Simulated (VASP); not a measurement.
# C (Fmmm) in VASP: single point with PBE

Aim: the single point of C with PBE.

All numbers are computed with VASP 6.6.1; they aren't measurements. Logs are shortened: lines on timing, memory, paths and dates and some standing lists are left out, and cuts for length are marked.

### 1 The cell of the first run

It takes space group Fmmm (No. 69, orthorhombic). The conventional cell has a = 2.467 Å, b = 4.272 Å, c = 8.520 Å, α = 90.00°, β = 90.00°, γ = 90.00°. Within 1.9 Å of C (site symmetry m2m) lie 3 C at 1.42 Å.

### 2 Single point, PBE

File INCAR:

```
SYSTEM = C
PREC = Accurate
ENCUT = 520
EDIFF = 1E-6
ISMEAR = 0
SIGMA = 0.1
LREAL = .FALSE.
LASPH = .TRUE.
NELM = 60
ALGO = Normal
ISIF = 2
LWAVE = .FALSE.
LCHARG = .FALSE.
GGA = PE
NBANDS = 16
```

File KPOINTS:

```
regular mesh
0
G
  21 21 6
  0 0 0
```

File POSCAR:

```
C
1.0
    1.2332754638     -2.1360249573      0.0000000000
    1.2332754638      2.1360249573      0.0000000000
    0.0000000000      0.0000000000      8.5201207025
C
4
Direct
    0.0833321128      0.9166678872      0.7500000000
    0.5833321128      0.4166678872      0.2500000000
    0.9166678872      0.0833321128      0.2500000000
    0.4166678872      0.5833321128      0.7500000000
```

Potentials or basis: VASP PAW PBE potentials, release 64 (C).

Started as:

```sh
$ cat potpaw_PBE.64/C/POTCAR > POTCAR
$ mpirun -np 1 vasp_std > vasp.out
```

OUTCAR:

```text
SYSTEM = C
   PREC = Accurate
   ENCUT = 520
   EDIFF = 1E-6
   ISMEAR = 0
   LREAL = .FALSE.
   LASPH = .TRUE.
   NELM = 60
   ISIF = 2
   GGA = PE

 ion  position               nearest neighbor table
   1  0.083  0.917  0.750-   4 1.42   4 1.42   4 1.42
   2  0.583  0.417  0.250-   3 1.42   3 1.42   3 1.42
   3  0.917  0.083  0.250-   2 1.42   2 1.42   2 1.42
   4  0.417  0.583  0.750-   1 1.42   1 1.42   1 1.42

  LATTYP: Found a base centered orthorhombic cell.
 ALAT       =     2.4665509276
 B/A-ratio  =     1.7319933948
 C/A-ratio  =     3.4542650659

  Lattice vectors:

 A1 = (   1.2332754638,  -2.1360249573,   0.0000000000)
 A2 = (   1.2332754638,   2.1360249573,   0.0000000000)
 A3 = (   0.0000000000,   0.0000000000,   8.5201207025)

Analysis of symmetry for initial positions (statically):
=====================================================================
 Subroutine PRICEL returns following result:

  LATTYP: Found a face centered orthorhombic cell.
 ALAT       =     2.4665509276
 B/A-ratio  =     1.7319933948
 C/A-ratio  =     3.4542650659

  Lattice vectors:

 A1 = (   0.0000000000,  -2.1360249573,  -4.2600603513)
 A2 = (   1.2332754638,   0.0000000000,  -4.2600603513)
 A3 = (   1.2332754638,  -2.1360249573,  -0.0000000000)

   2 primitive cells build up your supercell.

 Routine SETGRP: Setting up the symmetry group for a
 base centered orthorhombic supercell.

 Subroutine GETGRP returns: Found  8 space group operations
 (whereof  4 operations were pure point group operations)
 out of a pool of  8 trial point group operations.

The static configuration has the point symmetry C_2h.
 The point group associated with its full space group is D_2h.

Analysis of symmetry for dynamics (positions and initial velocities):
=====================================================================
 Subroutine PRICEL returns following result:

  LATTYP: Found a face centered orthorhombic cell.
 ALAT       =     2.4665509276
 B/A-ratio  =     1.7319933948
 C/A-ratio  =     3.4542650659

  Lattice vectors:

 A1 = (   0.0000000000,  -2.1360249573,  -4.2600603513)
 A2 = (   1.2332754638,   0.0000000000,  -4.2600603513)
 A3 = (   1.2332754638,  -2.1360249573,  -0.0000000000)

   2 primitive cells build up your supercell.

 Routine SETGRP: Setting up the symmetry group for a
 base centered orthorhombic supercell.

 Subroutine GETGRP returns: Found  8 space group operations
 (whereof  4 operations were pure point group operations)
 out of a pool of  8 trial point group operations.

The dynamic configuration has the point symmetry C_2h.
 The point group associated with its full space group is D_2h.

 Subroutine INISYM returns: Found  8 space group operations
 (whereof  4 operations are pure point group operations),
 and found     2 'primitive' translations

----------------------------------------------------------------------------------------

                                     Primitive cell

  volume of cell :      22.4446

  direct lattice vectors                    reciprocal lattice vectors
     0.000000000 -2.136024957 -4.260060351    -0.405424428 -0.234079662 -0.117369229
     1.233275464  0.000000000 -4.260060351     0.405424428  0.234079662 -0.117369229
     1.233275464 -2.136024957 -0.000000000     0.405424428 -0.234079662  0.117369229

  length of vectors
     4.765576231  4.434983942  2.466489608     0.482636293  0.482636293  0.482636293

  position of ions in fractional coordinates (direct lattice)
     0.333332113  0.166667887  0.833332113
     0.666667887  0.833332113  0.166667887

  ion indices of the primitive-cell ions
   primitive index   ion index
                 1           1
                 2           4

----------------------------------------------------------------------------------------

 KPOINTS: regular mesh

Automatic generation of k-mesh.
 Grid dimensions read from file:
 generate k-points for:   21   21    6

 Generating k-lattice:

  Cartesian coordinates                     Fractional coordinates (reciprocal lattice)
     0.019305925 -0.011146651  0.000000000     0.047619048  0.000000000  0.000000000
     0.019305925  0.011146651  0.000000000     0.000000000  0.047619048  0.000000000
     0.000000000  0.000000000  0.019561538     0.000000000  0.000000000  0.166666667

  Length of vectors
     0.022292747  0.022292747  0.019561538

  Shift w.r.t. Gamma in fractional coordinates (k-lattice)
     0.000000000  0.000000000  0.000000000

 Subroutine IBZKPT returns following result:
 ===========================================

 Found    484 irreducible k-points:

 Following reciprocal coordinates:
            Coordinates               Weight
  0.000000  0.000000  0.000000      1.000000
  0.047619 -0.000000  0.000000      4.000000
  0.095238 -0.000000  0.000000      4.000000
  0.142857 -0.000000  0.000000      4.000000
  0.190476 -0.000000  0.000000      4.000000
  0.238095 -0.000000  0.000000      4.000000
[... 16 lines left out ...]
 -0.428571  0.047619  0.000000      4.000000
 -0.380952  0.047619  0.000000      4.000000
 [... further k-points ...]
   k-points           NKPTS =    484   k-points in BZ     NKDIM =    484   number of bands    NBANDS=     16
   number of dos      NEDOS =    301   number of ions     NIONS =      4
   total plane-waves  NPLWV =  20736
   dimension x,y,z NGX =    18 NGY =   18 NGZ =   64
   dimension x,y,z NGXF=    36 NGYF=   36 NGZF=  128
   ions per type =               4
   NGX,Y,Z   is equivalent  to a cutoff of  12.13, 12.13, 12.49 a.u.
   NGXF,Y,Z  is equivalent  to a cutoff of  24.26, 24.26, 24.98 a.u.
 SYSTEM =  C
   PREC   = accura    normal or accurate (medium, high low for compatibility)
   ISTART =      0    job   : 0-new  1-cont  2-samecut
   ICHARG =      2    charge: 1-file 2-atom 10-const
   ISPIN  =      1    spin polarized calculation?
   LNONCOLLINEAR =      F non collinear calculations
   LSORBIT =      F    spin-orbit coupling
   LASPH  =      T    aspherical Exc in radial PAW
   ENCUT  =  520.0 eV  38.22 Ry    6.18 a.u.   4.59  4.59 15.84*2*pi/ulx,y,z
   NELM   =     60;   NELMIN=  2; NELMDL= -5     # of ELM steps
   EDIFF  = 0.1E-05   stopping-criterion for ELM
   LREAL  =      F    real-space projection
[... 7 lines left out ...]
   TEBEG  =    0.0;   TEEND  =   0.0 temperature during run
   PSTRESS=    0.0 pullay stress
   NELECT =      16.0000    total number of electrons
   NUPDOWN=      -1.0000    fix difference up-down
   EMIN   =  10.00;   EMAX   =-10.00  energy-range for DOS
   EFERMI =   0.00;   METHOD = LEGACY
   ISMEAR =     0;   SIGMA  =   0.10  broadening in eV -4-tet -1-fermi 0-gaus
   EFERMI_NEDOS =   21; number of points for ismear=-14 and -15
   IALGO  =     38    algorithm
   IMIX   =      4    mixing-type and parameters
     AMIX     =   0.40;   BMIX     =  1.00
     AMIX_MAG =   1.60;   BMIX_MAG =  1.00
  volume/ion in A,a.u.               =      11.22        75.73
  Fermi-wavevector in a.u.,A,eV,Ry     =   1.160738  2.193476 18.331294  1.347312
  Thomas-Fermi vector in A             =   2.297317
   LORBIT       =      0    0 simple, 1 ext, 2 COOP (PROOUT), +10 PAW based schemes
   GGA     = PE    functional components
   LHFCALC =     F    Hartree Fock is set to
   AEXX    =    0.0000 exact exchange contribution
   IVDW    =     0    specifies the selected vdW correction
   LEPSILON=     F    determine dielectric tensor
   LRPA    =     F    only Hartree local field effects (RPA)
 non-spin polarized calculation
 Gauss-broadening in eV      SIGMA  =   0.10
  energy-cutoff  :      520.00
  volume of cell :       44.89
 maximum number of plane-waves:      1231
   NGX =  9   NGY =  9   NGZ = 31

 number of electron      15.9999993 magnetization

 Free energy of the ion-electron system (eV)
  ---------------------------------------------------
  ext. energy  EPLUGINS =         0.00000000
  ---------------------------------------------------
  free energy    TOTEN  =       -36.90546687 eV

  energy without entropy =      -36.90474620  energy(sigma->0) =      -36.90510653

 E-fermi :   2.7981     XC(G=0):  -8.7266

 val. band max:        2.7978715710   @ k =   0.3333   0.3333   0.5000
 cond. band min:       2.7981662706   @ k =   0.3333   0.3333   0.5000
 fundamental gap:      0.0002946996
 Fermi energy:         2.7981196190

 k-point     1 :       0.0000    0.0000    0.0000
  band No.  band energies     occupation
      1     -16.7344      2.00000
      2     -16.6985      2.00000
      3      -5.0497      2.00000
      4      -4.5646      2.00000
      5      -0.2465      2.00000
      6      -0.2454      2.00000
[... 8 lines left out ...]
     15      13.2444      0.00000
     16      14.2096      0.00000

 k-point     2 :       0.0476   -0.0000    0.0000
  band No.  band energies     occupation
      1     -16.6808      2.00000
      2     -16.6450      2.00000
      3      -4.9851      2.00000
      4      -4.5014      2.00000
      5      -0.4663      2.00000
      6      -0.4644      2.00000
[... 8 lines left out ...]
     15      13.3165      0.00000
     16      14.0199      0.00000

 k-point     3 :       0.0952   -0.0000    0.0000
  band No.  band energies     occupation
      1     -16.5201      2.00000
      2     -16.4847      2.00000
      3      -4.7917      2.00000
      4      -4.3122      2.00000
      5      -1.0842      2.00000
      6      -1.0813      2.00000
[... 8 lines left out ...]
     15      13.4729      0.00000
     16      13.5066      0.00000

 k-point     4 :       0.1429   -0.0000    0.0000
  band No.  band energies     occupation
      1     -16.2528      2.00000
      2     -16.2181      2.00000
      3      -4.4711      2.00000
      4      -3.9988      2.00000
      5      -2.0004      2.00000
      6      -1.9959      2.00000
[... 8 lines left out ...]
     15      13.0206      0.00000
     16      13.0209      0.00000

 k-point     5 :       0.1905   -0.0000    0.0000
  band No.  band energies     occupation
      1     -15.8799      2.00000
      2     -15.8462      2.00000
      3      -4.0263      2.00000
      4      -3.5647      2.00000
      5      -3.1088      2.00000
      6      -3.1025      2.00000
[... 8 lines left out ...]
     15      14.3107      0.00000
     16      14.3108      0.00000

 k-point     6 :       0.2381   -0.0000    0.0000
  band No.  band energies     occupation
      1     -15.4029      2.00000
      2     -15.3707      2.00000
      3      -4.3236      2.00000
      4      -4.3151      2.00000
      5      -3.4623      2.00000
      6      -3.0154      2.00000
[... 8 lines left out ...]
     15      14.8497      0.00000
     16      15.7905      0.00000
[... 267 lines left out ...]
 k-point    21 :       0.4762    0.0476    0.0000
  band No.  band energies     occupation
      1     -11.4442      2.00000
      2     -11.4442      2.00000
      3     -10.4001      2.00000
      4     -10.4000      2.00000
      5      -3.7993      2.00000
      6      -3.7968      2.00000
[... 8 lines left out ...]
     15      15.6256      0.00000
     16      15.6663      0.00000

 k-point    22 :      -0.4762    0.0476    0.0000
  band No.  band energies     occupation
      1     -12.0627      2.00000
      2     -12.0412      2.00000
      3      -9.7219      2.00000
      4      -9.7052      2.00000
      5      -3.7459      2.00000
      6      -3.7433      2.00000
[... 8 lines left out ...]
     15      14.9203      0.00000
     16      16.6298      0.00000

 k-point    23 :      -0.4286    0.0476    0.0000
  band No.  band energies     occupation
      1     -12.9265      2.00000
      2     -12.9013      2.00000
      3      -8.6258      2.00000
      4      -8.6099      2.00000
      5      -3.5868      2.00000
      6      -3.5844      2.00000
[... 8 lines left out ...]
     15      16.2953      0.00000
     16      17.5293      0.00000

 k-point    24 :      -0.3810    0.0476    0.0000
  band No.  band energies     occupation
      1     -13.7358      2.00000
      2     -13.7081      2.00000
      3      -7.4363      2.00000
      4      -7.4224      2.00000
      5      -3.3264      2.00000
      6      -3.3241      2.00000
[... 8 lines left out ...]
     15      16.6770      0.00000
     16      17.4419      0.00000

 [... further k-points ...]
[... 5 lines left out ...]
  --------------------------------------------------------------------------------------
  -------------------------------------------------------------------------------------
  Total        0.1540243      0.1542610     -0.0027697      0.0000000      0.0000000      0.0000000
  in kB        5.4974038      5.5058525     -0.0988566      0.0000000      0.0000000      0.0000000
  external PRESSURE =       3.6347999 kB  Pullay stress =       0.0000000 kB

 VOLUME and BASIS-vectors are now :
 -----------------------------------------------------------------------------
  energy-cutoff  :      520.00
  volume of cell :       44.89
      direct lattice vectors                 reciprocal lattice vectors
     1.233275464 -2.136024957  0.000000000     0.405424428 -0.234079662  0.000000000
     1.233275464  2.136024957  0.000000000     0.405424428  0.234079662  0.000000000
     0.000000000  0.000000000  8.520120702     0.000000000  0.000000000  0.117369229

 POSITION                                       TOTAL-FORCE (eV/Angst)
 -----------------------------------------------------------------------------------
      1.23328      1.78003      6.39009         0.000000      0.000207      0.000000
      1.23328     -0.35600      2.13003         0.000000      0.000207      0.000000
      1.23328     -1.78003      2.13003         0.000000     -0.000207      0.000000
      1.23328      0.35600      6.39009         0.000000     -0.000207     -0.000000
 -----------------------------------------------------------------------------------
    total drift:                               -0.000000      0.000000     -0.000000

  FREE ENERGIE OF THE ION-ELECTRON SYSTEM (eV)
  ---------------------------------------------------
  free  energy   TOTEN  =       -36.9054668684 eV

  energy  without entropy=      -36.9047461986  energy(sigma->0) =      -36.90510653
```

Run time: 1.9 min. Hardware: 1 thread of Intel Xeon 6975P-C (Granite Rapids), shared host; peak memory 0.33 GiB.

Results:

| Quantity | Value |
| --- | --- |
| Free energy | -36.9055 eV |
| Pressure | 0.4 GPa |
| Band gap on the k mesh | zero (filled and empty bands touch) |

Caveat: this functional lacks dispersion, which binds layers or chains, so the pressure and a relaxed spacing across them are unreliable.
